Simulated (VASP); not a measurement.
Write the native input for VASP 6.6.1 that does the following.

* Task: single point
* Functional: LDA
* Potentials or basis: VASP PAW LDA potentials, release 64 (Hf_pv, N)
* Cutoff: 520 eV
* k mesh: 8 × 8 × 12
* Occupations: gaussian, width 0.15 eV
* Spin: no spin polarisation
* Dipole correction: no
* Further INCAR settings: ALGO = Normal; EDIFF = 1e-06; NBANDS = 34

The structure of Hf2N lies in POSCAR:

```
Hf2N
1.0
    4.8845074885      0.0000000000      0.0000000000
    0.0000000000      5.2521585898      0.0000000000
    0.0000000000      0.0000000000      3.2005839592
Hf N
4 2
Direct
    0.2954034337      0.2954034337      0.0000000000
    0.7045965663      0.7045965663      0.0000000000
    0.7954034337      0.2045965663      0.5000000000
    0.2045965663      0.7954034337      0.5000000000
    0.0000000000      0.0000000000      0.0000000000
    0.5000000000      0.5000000000      0.5000000000
```

This cell differs from its parent crystal: mode 4 frozen in at +0.000 Å, normal strain along x -0.0700.

These files were run (other wordings do the same):

INCAR

```
ALGO     = Normal         # electronic algorithm
EDIFF    = 1E-6           # SCF threshold, eV
ENCUT    = 520            # plane-wave cutoff, eV
GGA      = CA             # functional
ISIF     = 2              # what is computed and relaxed
ISMEAR   = 0              # smearing method
LASPH    = True           # aspherical terms in the spheres
LCHARG   = False          # write CHGCAR
LREAL    = False          # projectors in reciprocal space
LWAVE    = False          # write WAVECAR
NBANDS   = 34             # bands
NELM     = 60             # most SCF steps
PREC     = Accurate       # precision mode
SIGMA    = 0.15           # smearing width, eV
```

KPOINTS

```
k-points
0
Gamma
  8 8 12
```

Potentials or basis: VASP PAW LDA potentials, release 64 (Hf_pv, N).

Launch:

```sh
$ cat potpaw_LDA.64/Hf_pv/POTCAR potpaw_LDA.64/N/POTCAR > POTCAR
$ mpirun -np 1 vasp_std > vasp.out
```

It gave:

| Item | Value |
| --- | --- |
| Pressure | 18.3 GPa |
| Largest force | 0.317 eV/Å |
| Band gap on the k mesh | zero (band 25 reaches 8.40 eV, above the bottom of band 26 at 5.42 eV) |

Caveat: the cell differs from its parent crystal (mode 4 frozen in at +0.000 Å, normal strain along x -0.0700); spin-orbit coupling is left out, which moves the levels of the heavy elements.

It took 6.1 min on 1 thread of Oxide Virtual Turin-like Processor, with other jobs on the host, peak memory 0.4 GiB.
